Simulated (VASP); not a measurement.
# AsIr2 (P6_3/mmc) in VASP: notebook

The runs below take AsIr2 through single point, relaxation of cell and atoms, with PBE.

Program: VASP 6.6.1. These are calculated values, not measurements. Logs are shortened: lines on timing, memory, paths and dates and some standing lists are left out, and cuts for length are marked.

## (1) The cell of the first run

It takes space group P6_3/mmc (No. 194, hexagonal). The conventional cell has a = 2.984 Å, b = 2.984 Å, c = 11.606 Å, α = 90.00°, β = 90.00°, γ = 120.00°. Within 3.0 Å of As (site symmetry -6m2) lie 6 Ir at 2.23 Å and 6 As at 2.98 Å. Ir (site symmetry 3m) has 3 As at 2.23 Å and 7 Ir at 2.84 to 2.98 Å within 3.0 Å.

## (2) Single point, PBE

Input file INCAR:

```
  ALGO = Normal
  EDIFF = 1E-6
  ENCUT = 520
  GGA = PE
  ISIF = 2
  ISMEAR = 0
  LASPH = True
  LCHARG = True
  LELF = True
  LREAL = False
  LVHAR = True
  LWAVE = False
  NBANDS = 32
  NELM = 100
  PREC = Accurate
  SIGMA = 0.1
```

Input file KPOINTS:

```
k-points
0
Gamma
  6 6 2
```

Input file POSCAR:

```
AsIr2
1.0
    2.9837757529      0.0000000000      0.0000000000
   -1.4918878765      2.5840256012      0.0000000000
    0.0000000000      0.0000000000     11.6056641236
As Ir
2 4
Direct
    0.3333333333      0.6666666667      0.2500000000
    0.6666666667      0.3333333333      0.7500000000
    0.3333333333      0.6666666667      0.6275000000
    0.6666666667      0.3333333333      0.1275000000
    0.3333333333      0.6666666667      0.8725000000
    0.6666666667      0.3333333333      0.3725000000
```

Potentials or basis: VASP PAW PBE potentials, release 64 (As, Ir).

Command:

```console
cat potpaw_PBE.64/As/POTCAR potpaw_PBE.64/Ir/POTCAR > POTCAR
mpirun -np 1 vasp_std > vasp.out
```

OUTCAR:

```text
EDIFF = 1E-6
   ENCUT = 520
   GGA = PE
   ISIF = 2
   ISMEAR = 0
   LASPH = True
   LREAL = False
   NELM = 100
   PREC = Accurate

 ion  position               nearest neighbor table
   1  0.333  0.667  0.250-   4 2.23   6 2.23   4 2.23   6 2.23   4 2.23   6 2.23
   2  0.667  0.333  0.750-   3 2.23   5 2.23   3 2.23   5 2.23   3 2.23   5 2.23
   3  0.333  0.667  0.627-   2 2.23   2 2.23   2 2.23   5 2.84
   4  0.667  0.333  0.127-   1 2.23   1 2.23   1 2.23   6 2.84
   5  0.333  0.667  0.873-   2 2.23   2 2.23   2 2.23   3 2.84
   6  0.667  0.333  0.373-   1 2.23   1 2.23   1 2.23   4 2.84

  LATTYP: Found a hexagonal cell.
 ALAT       =     2.9837757529
 C/A-ratio  =     3.8895899306

  Lattice vectors:

 A1 = (   2.9837757529,   0.0000000000,   0.0000000000)
 A2 = (  -1.4918878765,   2.5840256012,   0.0000000000)
 A3 = (   0.0000000000,   0.0000000000,  11.6056641236)

Analysis of symmetry for initial positions (statically):
=====================================================================
 Subroutine PRICEL returns:
 Original cell was already a primitive cell.

 Routine SETGRP: Setting up the symmetry group for a
 hexagonal supercell.

 Subroutine GETGRP returns: Found 24 space group operations
 (whereof 12 operations were pure point group operations)
 out of a pool of 24 trial point group operations.

The static configuration has the point symmetry D_3d.
 The point group associated with its full space group is D_6h.

Analysis of symmetry for dynamics (positions and initial velocities):
=====================================================================
 Subroutine PRICEL returns:
 Original cell was already a primitive cell.

 Routine SETGRP: Setting up the symmetry group for a
 hexagonal supercell.

 Subroutine GETGRP returns: Found 24 space group operations
 (whereof 12 operations were pure point group operations)
 out of a pool of 24 trial point group operations.

The dynamic configuration has the point symmetry D_3d.
 The point group associated with its full space group is D_6h.

 Subroutine INISYM returns: Found 24 space group operations
 (whereof 12 operations are pure point group operations),
 and found     1 'primitive' translations

----------------------------------------------------------------------------------------

                                     Primitive cell

  volume of cell :      89.4814

  direct lattice vectors                    reciprocal lattice vectors
     2.983775753  0.000000000  0.000000000     0.335145830  0.193496535  0.000000000
    -1.491887877  2.584025601  0.000000000     0.000000000  0.386993070  0.000000000
     0.000000000  0.000000000 11.605664124     0.000000000  0.000000000  0.086164823

  length of vectors
     2.983775753  2.983775753 11.605664124     0.386993070  0.386993070  0.086164823

  position of ions in fractional coordinates (direct lattice)
     0.333333333  0.666666667  0.250000000
     0.666666667  0.333333333  0.750000000
     0.333333333  0.666666667  0.627500000
     0.666666667  0.333333333  0.127500000
     0.333333333  0.666666667  0.872500000
     0.666666667  0.333333333  0.372500000

  ion indices of the primitive-cell ions
   primitive index   ion index
                 1           1
                 2           2
                 3           3
                 4           4
                 5           5
                 6           6

----------------------------------------------------------------------------------------

 KPOINTS: k-points

Automatic generation of k-mesh.
 Grid dimensions read from file:
 generate k-points for:    6    6    2

 Generating k-lattice:

  Cartesian coordinates                     Fractional coordinates (reciprocal lattice)
     0.055857638  0.032249422  0.000000000     0.166666667  0.000000000  0.000000000
     0.000000000  0.064498845  0.000000000     0.000000000  0.166666667  0.000000000
     0.000000000  0.000000000  0.043082412     0.000000000  0.000000000  0.500000000

  Length of vectors
     0.064498845  0.064498845  0.043082412

  Shift w.r.t. Gamma in fractional coordinates (k-lattice)
     0.000000000  0.000000000  0.000000000

 Subroutine IBZKPT returns following result:
 ===========================================

 Found     14 irreducible k-points:

 Following reciprocal coordinates:
            Coordinates               Weight
  0.000000  0.000000  0.000000      1.000000
  0.166667  0.000000  0.000000      6.000000
  0.333333 -0.000000  0.000000      6.000000
  0.500000  0.000000  0.000000      3.000000
  0.166667  0.166667  0.000000      6.000000
  0.333333  0.166667  0.000000     12.000000
  0.333333  0.333333  0.000000      2.000000
  0.000000  0.000000  0.500000      1.000000
  0.166667  0.000000  0.500000      6.000000
  0.333333 -0.000000  0.500000      6.000000
  0.500000  0.000000  0.500000      3.000000
  0.166667  0.166667  0.500000      6.000000
  0.333333  0.166667  0.500000     12.000000
  0.333333  0.333333  0.500000      2.000000
   k-points           NKPTS =     14   k-points in BZ     NKDIM =     14   number of bands    NBANDS=     32
   number of dos      NEDOS =    301   number of ions     NIONS =      6
   total plane-waves  NPLWV =  51840
   dimension x,y,z NGX =    24 NGY =   24 NGZ =   90
   dimension x,y,z NGXF=    48 NGYF=   48 NGZF=  180
   ions per type =               2   4
   NGX,Y,Z   is equivalent  to a cutoff of  13.37, 13.37, 12.89 a.u.
   NGXF,Y,Z  is equivalent  to a cutoff of  26.74, 26.74, 25.78 a.u.
 SYSTEM =  unknown system
   PREC   = accura    normal or accurate (medium, high low for compatibility)
   ISTART =      0    job   : 0-new  1-cont  2-samecut
   ICHARG =      2    charge: 1-file 2-atom 10-const
   ISPIN  =      1    spin polarized calculation?
   LNONCOLLINEAR =      F non collinear calculations
   LSORBIT =      F    spin-orbit coupling
   LASPH  =      T    aspherical Exc in radial PAW
   ENCUT  =  520.0 eV  38.22 Ry    6.18 a.u.   5.55  5.55 21.58*2*pi/ulx,y,z
   NELM   =    100;   NELMIN=  2; NELMDL= -5     # of ELM steps
   EDIFF  = 0.1E-05   stopping-criterion for ELM
   LREAL  =      F    real-space projection
   EDIFFG = 0.1E-04   stopping-criterion for IOM
   NSW    =      0    number of steps for IOM
   IBRION =     -1    ionic relax: 0-MD 1-quasi-New 2-CG
   NFREE  =      0    steps in history (QN), initial steepest desc. (CG)
   ISIF   =      2    stress and relaxation
   ISYM   =      2    0-nonsym 1-usesym 2-fastsym
   POTIM  = 0.5000    time-step for ionic-motion
   TEBEG  =    0.0;   TEEND  =   0.0 temperature during run
   PSTRESS=    0.0 pullay stress
   NELECT =      46.0000    total number of electrons
   NUPDOWN=      -1.0000    fix difference up-down
   EMIN   =  10.00;   EMAX   =-10.00  energy-range for DOS
   EFERMI =   0.00;   METHOD = LEGACY
   ISMEAR =     0;   SIGMA  =   0.10  broadening in eV -4-tet -1-fermi 0-gaus
   EFERMI_NEDOS =   21; number of points for ismear=-14 and -15
   IALGO  =     38    algorithm
   IMIX   =      4    mixing-type and parameters
     AMIX     =   0.40;   BMIX     =  1.00
     AMIX_MAG =   1.60;   BMIX_MAG =  1.00
  volume/ion in A,a.u.               =      14.91       100.64
  Fermi-wavevector in a.u.,A,eV,Ry     =   1.311444  2.478270 23.400464  1.719886
  Thomas-Fermi vector in A             =   2.441905
   LORBIT       =      0    0 simple, 1 ext, 2 COOP (PROOUT), +10 PAW based schemes
   GGA     = PE    functional components
   LHFCALC =     F    Hartree Fock is set to
   AEXX    =    0.0000 exact exchange contribution
   IVDW    =     0    specifies the selected vdW correction
   LEPSILON=     F    determine dielectric tensor
   LRPA    =     F    only Hartree local field effects (RPA)
 non-spin polarized calculation
 Gauss-broadening in eV      SIGMA  =   0.10
  energy-cutoff  :      520.00
  volume of cell :       89.48
 maximum number of plane-waves:      2467
 NGX is ok and might be reduce to    24
   NGX = 11   NGY = 11   NGZ = 43

 number of electron      45.9999996 magnetization

 Free energy of the ion-electron system (eV)
  ---------------------------------------------------
  ext. energy  EPLUGINS =         0.00000000
  ---------------------------------------------------
  free energy    TOTEN  =       -37.02381901 eV

  energy without entropy =      -36.99168225  energy(sigma->0) =      -37.00775063

 E-fermi :   9.3442     XC(G=0): -12.7518

 val. band max:        9.3379870889   @ k =   0.3333   0.1667   0.5000
 cond. band min:       9.3623246852   @ k =   0.5000   0.0000   0.5000
 fundamental gap:      0.0243375963
 Fermi energy:         9.3442104426

 k-point     1 :       0.0000    0.0000    0.0000
  band No.  band energies     occupation
      1      -7.3411      2.00000
      2      -7.2544      2.00000
      3      -0.5392      2.00000
      4      -0.1491      2.00000
      5       3.0716      2.00000
      6       3.1846      2.00000
[... 24 lines left out ...]
     31      15.6708      0.00000
     32      15.6708      0.00000

 k-point     2 :       0.1667    0.0000    0.0000
  band No.  band energies     occupation
      1      -6.8177      2.00000
      2      -6.7516      2.00000
      3       0.2317      2.00000
      4       0.5530      2.00000
      5       2.6914      2.00000
      6       2.9375      2.00000
[... 24 lines left out ...]
     31      15.4744      0.00000
     32      16.7865      0.00000
[... 383 lines left out ...]
     31      14.6534      0.00000
     32      14.6534      0.00000

 k-point    14 :       0.3333    0.3333    0.5000
  band No.  band energies     occupation
      1      -4.0291      2.00000
      2      -4.0291      2.00000
      3       0.1817      2.00000
      4       0.1817      2.00000
      5       1.0409      2.00000
      6       1.0409      2.00000
[... 24 lines left out ...]
     31      15.0527      0.00000
     32      15.0527      0.00000

------------------------ aborting loop because EDIFF is reached ----------------------------------------

  FORCE on cell =-STRESS in cart. coord.  units (eV):
  Direction    XX          YY          ZZ          XY          YZ          ZX
  --------------------------------------------------------------------------------------
  -------------------------------------------------------------------------------------
  Total       34.5959698     34.5959698     33.6125400     -0.0000000     -0.0000000     -0.0000000
  in kB      619.4454993    619.4454993    601.8370557     -0.0000000     -0.0000000     -0.0000000
  external PRESSURE =     613.5760181 kB  Pullay stress =       0.0000000 kB

 VOLUME and BASIS-vectors are now :
 -----------------------------------------------------------------------------
  energy-cutoff  :      520.00
  volume of cell :       89.48
      direct lattice vectors                 reciprocal lattice vectors
     2.983775753  0.000000000  0.000000000     0.335145830  0.193496535  0.000000000
    -1.491887877  2.584025601  0.000000000     0.000000000  0.386993070  0.000000000
     0.000000000  0.000000000 11.605664124     0.000000000  0.000000000  0.086164823

 POSITION                                       TOTAL-FORCE (eV/Angst)
 -----------------------------------------------------------------------------------
     -0.00000      1.72268      2.90142         0.000000      0.000000     -0.000000
      1.49189      0.86134      8.70425         0.000000     -0.000000     -0.000000
     -0.00000      1.72268      7.28255        -0.000000     -0.000000     -8.497861
      1.49189      0.86134      1.47972         0.000000      0.000000     -8.497861
     -0.00000      1.72268     10.12594        -0.000000     -0.000000      8.497861
      1.49189      0.86134      4.32311         0.000000      0.000000      8.497861
 -----------------------------------------------------------------------------------
    total drift:                               -0.000000      0.000000     -0.000000

  FREE ENERGIE OF THE ION-ELECTRON SYSTEM (eV)
  ---------------------------------------------------
  free  energy   TOTEN  =       -37.0238190070 eV

  energy  without entropy=      -36.9916822502  energy(sigma->0) =      -37.00775063
```

It took 26 s on 1 thread of Intel Xeon 6975P-C (Granite Rapids), shared host; peak memory 0.22 GiB.

What came out:

```
Free energy            : -37.0238 eV
Pressure               : 61.4 GPa
Largest force          : 8.498 eV/Å
Band gap on the k mesh : zero (bands 23 and 24 overlap by 3.16 eV)
```

Forces in eV/Å, atoms in the order of the input:
```
As   0.000  0.000  0.000
As   0.000  0.000  0.000
Ir   0.000  0.000 -8.498
Ir   0.000  0.000 -8.498
Ir   0.000  0.000  8.498
Ir   0.000  0.000  8.498
```

Stress tensor (GPa, compression positive):
```
61.94  0.00  0.00
 0.00 61.94  0.00
 0.00  0.00 60.18
```

Caveat: the k points lie up to 0.41 Å⁻¹ apart, too coarse for converged energies and pressures of a metal; spin-orbit coupling is left out, which moves the levels of the heavy elements; forces of over 1 eV/Å act on the atoms, so gaps and moduli don't describe the material at rest.

## (3) Single point, PBE

This run uses another cell than the first one, of 15.18 Å³/atom.

Input file INCAR:

```
SYSTEM = AsIr2
ALGO = Fast ; EDIFF = 1E-7
ENCUT = 520 ; GGA = PE
ISIF = 2 ; ISMEAR = 0
LASPH = .True. ; LCHARG = .False.
LREAL = .False. ; LWAVE = .False.
NBANDS = 32 ; NELM = 60
PREC = Accurate ; SIGMA = 0.1
```

Input file KPOINTS:

```
k-points
0
Gamma
  6 6 2
  0 0 0
```

Input file POSCAR:

```
AsIr2
1.0
    2.9316105953      0.0000000000      0.0000000000
   -1.4658052977      2.5388492495      0.0000000000
    0.0000000000      0.0000000000     12.2378171272
As Ir
2 4
Direct
    0.3333333333      0.6666666667      0.2500000000
    0.6666666667      0.3333333333      0.7500000000
    0.3333333333      0.6666666667      0.5938800526
    0.6666666667      0.3333333333      0.0938800526
    0.3333333333      0.6666666667      0.9061199474
    0.6666666667      0.3333333333      0.4061199474
```

Potentials or basis: VASP PAW PBE potentials, release 64 (As, Ir).

Command:

```console
cat potpaw_PBE.64/As/POTCAR potpaw_PBE.64/Ir/POTCAR > POTCAR
mpirun -np 1 vasp_std > vasp.out
```

It took 39 s on 1 thread of Intel Xeon 6975P-C (Granite Rapids), shared host; peak memory 0.24 GiB.

The run converged. Its results:

```yaml
Free_energy: -43.1748 eV
Pressure: 0.7 GPa
Largest_force: 0.033 eV/Å
Band_gap_on_the_k_mesh: zero (bands 23 and 24 overlap by 1.64 eV)
```

Forces on the atoms (eV/Å):
```
As   0.000  0.000  0.000
As   0.000  0.000  0.000
Ir   0.000  0.000 -0.033
Ir   0.000  0.000 -0.033
Ir   0.000  0.000  0.033
Ir   0.000  0.000  0.033
```

Levels at points of the mesh, in eV from the Fermi level:
```
           k point  band 22  band 23  band 24  band 25  band 26  band 27
(0.00, 0.00, 0.00)    -1.43    -0.72    -0.72    -0.38    -0.38     4.24
(0.50, 0.00, 0.00)     0.50     0.70     0.72     1.36     1.76     2.56
(0.00, 0.00, 0.50)    -1.68    -0.53    -0.53    -0.53    -0.53     5.35
(0.50, 0.00, 0.50)     0.49     0.71     0.71     1.40     1.40     3.28
```

Caveat: the k points lie up to 0.41 Å⁻¹ apart, too coarse for converged energies and pressures of a metal; spin-orbit coupling is left out, which moves the levels of the heavy elements.

## (4) Single point, PBE

This run uses another cell than the first one, of 15.13 Å³/atom.

Input file INCAR:

```
PREC = Accurate
ENCUT = 520
EDIFF = 1E-6
ISMEAR = 0
SIGMA = 0.1
LREAL = False
LASPH = True
NELM = 80
ALGO = Fast
ISIF = 2
LWAVE = False
LCHARG = False
GGA = PE
NBANDS = 32
```

Input file KPOINTS:

```
regular mesh
0
Gamma
  12 12 4
```

Input file POSCAR:

```
AsIr2
1.0
    2.8833858668      0.0000000000      0.0000000000
   -1.4416929334      2.4970854096      0.0000000000
    0.0000000000      0.0000000000     12.6071801667
As Ir
2 4
Direct
    0.3333333333      0.6666666667      0.2500000000
    0.6666666667      0.3333333333      0.7500000000
    0.3333333333      0.6666666667      0.5903152708
    0.6666666667      0.3333333333      0.0903152708
    0.3333333333      0.6666666667      0.9096847292
    0.6666666667      0.3333333333      0.4096847292
```

Command:

```console
cat potpaw_PBE.64/As/POTCAR potpaw_PBE.64/Ir/POTCAR > POTCAR
mpirun -np 1 vasp_std > vasp.out
```

Run time: 2 min. Hardware: 1 thread of Intel Xeon 6975P-C (Granite Rapids), shared host; peak memory 0.32 GiB.

Results (log left out):

- Free energy: -43.0237 eV
- Pressure: 0.7 GPa
- Largest force: 0.015 eV/Å
- Band gap on the k mesh: zero (bands 23 and 24 overlap by 1.31 eV)

Forces in eV/Å, atoms in the order of the input:
```
As   0.000  0.000  0.000
As   0.000  0.000  0.000
Ir   0.000  0.000 -0.015
Ir   0.000  0.000 -0.015
Ir   0.000  0.000  0.015
Ir   0.000  0.000  0.015
```

Levels at points of the mesh, in eV from the Fermi level:
| k point | band 21 | band 22 | band 23 | band 24 | band 25 | band 26 |
| --- | --- | --- | --- | --- | --- | --- |
| (0.00, 0.00, 0.00) | -1.47 | -1.47 | -0.63 | -0.63 | -0.40 | -0.40 |
| (0.50, 0.00, 0.00) | 0.44 | 0.48 | 0.68 | 0.69 | 1.07 | 1.63 |
| (0.00, 0.00, 0.50) | -1.63 | -1.63 | -0.50 | -0.50 | -0.50 | -0.50 |
| (0.50, 0.00, 0.50) | 0.47 | 0.47 | 0.68 | 0.68 | 1.16 | 1.16 |

Caveat: spin-orbit coupling is left out, which moves the levels of the heavy elements.

(Part 1 of 2 ends here.)
